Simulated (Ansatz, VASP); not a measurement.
**Sr in VASP and in Ansatz**

```
Sr
1.0
    -2.40221    2.40221    2.40221
     2.40221   -2.40221    2.40221
     2.40221    2.40221   -2.40221
Sr
1
Direct
  0.00000 0.00000 0.00000
```

Alike in both runs: task single point; functional PBE; k mesh 10 × 10 × 10; occupations fermi-dirac, width 0.05 eV; non-collinear spin, spin-orbit coupling.

|  | VASP | Ansatz |
| --- | --- | --- |
| version | VASP 6.6.1 | Ansatz 0.2.0 |
| potentials or method | VASP PAW PBE potentials, release 64 (Sr_sv), cutoff 520 eV | all-electron LAPW |

```tsv
	VASP	Ansatz	Ansatz less VASP
pressure (GPa)	-0.3	-0.3	0.00
net moment per atom (μB)	0.00	0.00	0.000
```

Ansatz ran all-electron here, and VASP with PAW potentials.
